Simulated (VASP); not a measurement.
# C in VASP: single point with PBE

Aim: the single point of C with PBE.

Everything below comes from runs of VASP 6.6.1. Logs are shortened: lines on timing, memory, paths and dates and some standing lists are left out, and cuts for length are marked.

## Step 1: The cell of the first run

The cell holds a slab with vacuum, 12 atoms: a = 2.467 Å, b = 2.467 Å, c = 36.966 Å, α = 90.00°, β = 90.00°, γ = 120.00°.

## Step 2: Single point, PBE

INCAR

```
SYSTEM = C
ALGO = Normal
DIPOL = 0.5 0.5 0.500
EDIFF = 1E-7
ENCUT = 520
GGA = PE
IDIPOL = 3
ISIF = 2
ISMEAR = 0
LASPH = .True.
LCHARG = .False.
LDIPOL = .True.
LREAL = .False.
LWAVE = .False.
NBANDS = 36
NELM = 80
PREC = Accurate
SIGMA = 0.1
```

KPOINTS

```
k-points
0
Gamma
  15 15 1
  0 0 0
```

POSCAR

```
C
1.0
    2.4665679910      0.0000000000      0.0000000000
   -1.2332839955      2.1361105404      0.0000000000
    0.0000000000      0.0000000000     36.9655560098
C
12
Direct
    0.6666666667      0.3333333333      0.2028915783
    0.3333333333      0.6666666667      0.2028924718
    0.6666666667      0.3333333333      0.3205501235
    0.0000000000      0.0000000000      0.3205492300
    0.3333333333      0.6666666667      0.4388526009
    0.6666666667      0.3333333333      0.4388520578
    0.6666666667      0.3333333333      0.5611473991
    0.3333333333      0.6666666667      0.5611479422
    0.3333333333      0.6666666667      0.6794498765
    0.0000000000      0.0000000000      0.6794507700
    0.3333333333      0.6666666667      0.7971084217
    0.6666666667      0.3333333333      0.7971075282
```

Potentials or basis: VASP PAW PBE potentials, release 64 (C).

Launch:

```
$ cat potpaw_PBE.64/C/POTCAR > POTCAR
$ mpirun -np 1 vasp_std > vasp.out
```

OUTCAR:

```text
SYSTEM = C
   EDIFF = 1E-7
   ENCUT = 520
   GGA = PE
   ISIF = 2
   ISMEAR = 0
   LASPH = .True.
   LREAL = .False.
   NELM = 80
   PREC = Accurate

 ion  position               nearest neighbor table
   1  0.667  0.333  0.203-   2 1.42   2 1.42   2 1.42
   2  0.333  0.667  0.203-   1 1.42   1 1.42   1 1.42
   3  0.667  0.333  0.321-   4 1.42   4 1.42   4 1.42
   4  0.000  0.000  0.321-   3 1.42   3 1.42   3 1.42
   5  0.333  0.667  0.439-   6 1.42   6 1.42   6 1.42
   6  0.667  0.333  0.439-   5 1.42   5 1.42   5 1.42
   7  0.667  0.333  0.561-   8 1.42   8 1.42   8 1.42
   8  0.333  0.667  0.561-   7 1.42   7 1.42   7 1.42
   9  0.333  0.667  0.679-  10 1.42  10 1.42  10 1.42
  10  0.000  0.000  0.679-   9 1.42   9 1.42   9 1.42
  11  0.333  0.667  0.797-  12 1.42  12 1.42  12 1.42
  12  0.667  0.333  0.797-  11 1.42  11 1.42  11 1.42

  LATTYP: Found a hexagonal cell.
 ALAT       =     2.4665679910
 C/A-ratio  =    14.9866357403

  Lattice vectors:

 A1 = (   2.4665679910,   0.0000000000,   0.0000000000)
 A2 = (  -1.2332839955,   2.1361105404,   0.0000000000)
 A3 = (   0.0000000000,   0.0000000000,  36.9655560098)

Analysis of symmetry for initial positions (statically):
=====================================================================
 Subroutine PRICEL returns:
 Original cell was already a primitive cell.

 Routine SETGRP: Setting up the symmetry group for a
 hexagonal supercell.

 Subroutine GETGRP returns: Found 12 space group operations
 (whereof 12 operations were pure point group operations)
 out of a pool of 24 trial point group operations.

The static configuration has the point symmetry D_3d.

Analysis of symmetry for dynamics (positions and initial velocities):
=====================================================================
 Subroutine PRICEL returns:
 Original cell was already a primitive cell.

 Routine SETGRP: Setting up the symmetry group for a
 hexagonal supercell.

 Subroutine GETGRP returns: Found 12 space group operations
 (whereof 12 operations were pure point group operations)
 out of a pool of 24 trial point group operations.

The dynamic configuration has the point symmetry D_3d.

 Subroutine INISYM returns: Found 12 space group operations
 (whereof 12 operations are pure point group operations),
 and found     1 'primitive' translations

----------------------------------------------------------------------------------------

                                     Primitive cell

  volume of cell :     194.7664

  direct lattice vectors                    reciprocal lattice vectors
     2.466567991  0.000000000  0.000000000     0.405421624  0.234070284  0.000000000
    -1.233283995  2.136110540  0.000000000     0.000000000  0.468140567  0.000000000
     0.000000000  0.000000000 36.965556010     0.000000000  0.000000000  0.027052210

  length of vectors
     2.466567991  2.466567991 36.965556010     0.468140567  0.468140567  0.027052210

  position of ions in fractional coordinates (direct lattice)
     0.666666667  0.333333333  0.202891578
     0.333333333  0.666666667  0.202892472
     0.666666667  0.333333333  0.320550123
     0.000000000  0.000000000  0.320549230
     0.333333333  0.666666667  0.438852601
     0.666666667  0.333333333  0.438852058
     0.666666667  0.333333333  0.561147399
     0.333333333  0.666666667  0.561147942
     0.333333333  0.666666667  0.679449877
     0.000000000  0.000000000  0.679450770
     0.333333333  0.666666667  0.797108422
     0.666666667  0.333333333  0.797107528

  ion indices of the primitive-cell ions
   primitive index   ion index
                 1           1
                 2           2
                 3           3
                 4           4
                 5           5
                 6           6
                 7           7
                 8           8
                 9           9
                10          10
                11          11
                12          12

----------------------------------------------------------------------------------------

 KPOINTS: k-points

Automatic generation of k-mesh.
 Grid dimensions read from file:
 generate k-points for:   15   15    1

 Generating k-lattice:

  Cartesian coordinates                     Fractional coordinates (reciprocal lattice)
     0.027028108  0.015604686  0.000000000     0.066666667  0.000000000  0.000000000
     0.000000000  0.031209371  0.000000000     0.000000000  0.066666667  0.000000000
     0.000000000  0.000000000  0.027052210     0.000000000  0.000000000  1.000000000

  Length of vectors
     0.031209371  0.031209371  0.027052210

  Shift w.r.t. Gamma in fractional coordinates (k-lattice)
     0.000000000  0.000000000  0.000000000

 Subroutine IBZKPT returns following result:
 ===========================================

 Found     27 irreducible k-points:

 Following reciprocal coordinates:
            Coordinates               Weight
  0.000000  0.000000  0.000000      1.000000
  0.066667 -0.000000  0.000000      6.000000
  0.133333  0.000000  0.000000      6.000000
  0.200000 -0.000000  0.000000      6.000000
  0.266667  0.000000  0.000000      6.000000
  0.333333  0.000000  0.000000      6.000000
[... 16 lines left out ...]
  0.333333  0.200000  0.000000     12.000000
  0.400000  0.200000  0.000000      6.000000
 [... further k-points ...]
   k-points           NKPTS =     27   k-points in BZ     NKDIM =     27   number of bands    NBANDS=     36
   number of dos      NEDOS =    301   number of ions     NIONS =     12
   total plane-waves  NPLWV =  90720
   dimension x,y,z NGX =    18 NGY =   18 NGZ =  280
   dimension x,y,z NGXF=    36 NGYF=   36 NGZF=  560
   ions per type =              12
   NGX,Y,Z   is equivalent  to a cutoff of  12.13, 12.13, 12.59 a.u.
   NGXF,Y,Z  is equivalent  to a cutoff of  24.26, 24.26, 25.18 a.u.
 SYSTEM =  C
   PREC   = accura    normal or accurate (medium, high low for compatibility)
   ISTART =      0    job   : 0-new  1-cont  2-samecut
   ICHARG =      2    charge: 1-file 2-atom 10-const
   ISPIN  =      1    spin polarized calculation?
   LNONCOLLINEAR =      F non collinear calculations
   LSORBIT =      F    spin-orbit coupling
   LASPH  =      T    aspherical Exc in radial PAW
   ENCUT  =  520.0 eV  38.22 Ry    6.18 a.u.   4.59  4.59 68.73*2*pi/ulx,y,z
   NELM   =     80;   NELMIN=  2; NELMDL= -5     # of ELM steps
   EDIFF  = 0.1E-06   stopping-criterion for ELM
   LREAL  =      F    real-space projection
   EDIFFG = 0.1E-05   stopping-criterion for IOM
   NSW    =      0    number of steps for IOM
   IBRION =     -1    ionic relax: 0-MD 1-quasi-New 2-CG
   NFREE  =      0    steps in history (QN), initial steepest desc. (CG)
   ISIF   =      2    stress and relaxation
   ISYM   =      2    0-nonsym 1-usesym 2-fastsym
   POTIM  = 0.5000    time-step for ionic-motion
   TEBEG  =    0.0;   TEEND  =   0.0 temperature during run
   PSTRESS=    0.0 pullay stress
   NELECT =      48.0000    total number of electrons
   NUPDOWN=      -1.0000    fix difference up-down
   EMIN   =  10.00;   EMAX   =-10.00  energy-range for DOS
   EFERMI =   0.00;   METHOD = LEGACY
   ISMEAR =     0;   SIGMA  =   0.10  broadening in eV -4-tet -1-fermi 0-gaus
   EFERMI_NEDOS =   21; number of points for ismear=-14 and -15
   IALGO  =     38    algorithm
   IMIX   =      4    mixing-type and parameters
     AMIX     =   0.40;   BMIX     =  1.00
     AMIX_MAG =   1.60;   BMIX_MAG =  1.00
  volume/ion in A,a.u.               =      16.23       109.53
  Fermi-wavevector in a.u.,A,eV,Ry     =   1.026401  1.939617 14.333735  1.053500
  Thomas-Fermi vector in A             =   2.160292
   LORBIT       =      0    0 simple, 1 ext, 2 COOP (PROOUT), +10 PAW based schemes
   GGA     = PE    functional components
   LHFCALC =     F    Hartree Fock is set to
   AEXX    =    0.0000 exact exchange contribution
   IVDW    =     0    specifies the selected vdW correction
   LEPSILON=     F    determine dielectric tensor
   LRPA    =     F    only Hartree local field effects (RPA)
 non-spin polarized calculation
 Gauss-broadening in eV      SIGMA  =   0.10
  energy-cutoff  :      520.00
  volume of cell :      194.77
 maximum number of plane-waves:      5312
   NGX =  9   NGY =  9   NGZ =137

 dipolmoment           0.000000      0.000000     -0.000000 electrons x Angstroem

 number of electron      47.9999989 magnetization

 dipolmoment           0.000000      0.000000      0.000000 electrons x Angstroem

 Free energy of the ion-electron system (eV)
  ---------------------------------------------------
  ext. energy  EPLUGINS =         0.00000000
  ---------------------------------------------------
  free energy    TOTEN  =      -110.70556702 eV

  energy without entropy =     -110.70071008  energy(sigma->0) =     -110.70313855

 E-fermi :   0.6250     XC(G=0):  -6.2345

 val. band max:        0.6247599167   @ k =   0.3333   0.3333   0.0000
 cond. band min:       0.6249913652   @ k =   0.3333   0.3333   0.0000
 fundamental gap:      0.0002314485
 Fermi energy:         0.6249813552

 k-point     1 :       0.0000    0.0000    0.0000
  band No.  band energies     occupation
      1     -18.9020      2.00000
      2     -18.8996      2.00000
      3     -18.8930      2.00000
      4     -18.8882      2.00000
      5     -18.8811      2.00000
      6     -18.8786      2.00000
[... 28 lines left out ...]
     35       8.9265      0.00000
     36       8.9272      0.00000
[... 866 lines left out ...]
      6     -13.0413      2.00000
[... 28 lines left out ...]
     35      11.4344      0.00000
     36      11.4801      0.00000

 [... further k-points ...]

------------------------ aborting loop because EDIFF is reached ----------------------------------------

 vacuum level on the upper side and lower side of the slab       (xc-potential included)        -0.107        -0.107

  FORCE on cell =-STRESS in cart. coord.  units (eV):
  Direction    XX          YY          ZZ          XY          YZ          ZX
  --------------------------------------------------------------------------------------
  -------------------------------------------------------------------------------------
  Total        0.4642459      0.4642459     -0.0696690      0.0000000      0.0000000      0.0000000
  in kB        3.8189553      3.8189553     -0.5731079      0.0000000      0.0000000      0.0000000
  external PRESSURE =       2.3549342 kB  Pullay stress =       0.0000000 kB

 VOLUME and BASIS-vectors are now :
 -----------------------------------------------------------------------------
  energy-cutoff  :      520.00
  volume of cell :      194.77
      direct lattice vectors                 reciprocal lattice vectors
     2.466567991  0.000000000  0.000000000     0.405421624  0.234070284  0.000000000
    -1.233283995  2.136110540  0.000000000     0.000000000  0.468140567  0.000000000
     0.000000000  0.000000000 36.965556010     0.000000000  0.000000000  0.027052210

 POSITION                                       TOTAL-FORCE (eV/Angst)
 -----------------------------------------------------------------------------------
      1.23328      0.71204      7.50000        -0.000000      0.000000      0.001388
     -0.00000      1.42407      7.50003        -0.000000      0.000000     -0.001340
      1.23328      0.71204     11.84931        -0.000000      0.000000     -0.000544
      0.00000      0.00000     11.84928         0.000000     -0.000000      0.000748
     -0.00000      1.42407     16.22243         0.000000      0.000000      0.000371
      1.23328      0.71204     16.22241         0.000000     -0.000000     -0.000396
      1.23328      0.71204     20.74313        -0.000000      0.000000     -0.000371
     -0.00000      1.42407     20.74315        -0.000000      0.000000      0.000396
     -0.00000      1.42407     25.11624         0.000000     -0.000000      0.000544
      0.00000      0.00000     25.11628        -0.000000      0.000000     -0.000748
     -0.00000      1.42407     29.46556         0.000000     -0.000000     -0.001388
      1.23328      0.71204     29.46552         0.000000      0.000000      0.001340
 -----------------------------------------------------------------------------------
    total drift:                                0.000000     -0.000000      0.000000

  FREE ENERGIE OF THE ION-ELECTRON SYSTEM (eV)
  ---------------------------------------------------
  free  energy   TOTEN  =      -110.7055670246 eV

  energy  without entropy=     -110.7007100804  energy(sigma->0) =     -110.70313855

 vacuum level on the upper side and lower side of the slab         4.789         4.789
```

Wall time 4.7 min (1 thread of Intel Xeon Platinum 8488C (Sapphire Rapids), shared host); peak memory 0.33 GiB.

Results:

```yaml
Free_energy: -110.7056 eV
Band_gap_on_the_k_mesh: zero (filled and empty bands touch)
```

Levels at points of the mesh, in eV from the Fermi level:
| k point | band 21 | band 22 | band 23 | band 24 | band 25 | band 26 | band 27 | band 28 |
| --- | --- | --- | --- | --- | --- | --- | --- | --- |
| (0.00, 0.00, 0.00) | -3.04 | -3.04 | -3.04 | -3.04 | 3.06 | 3.25 | 3.48 | 3.93 |
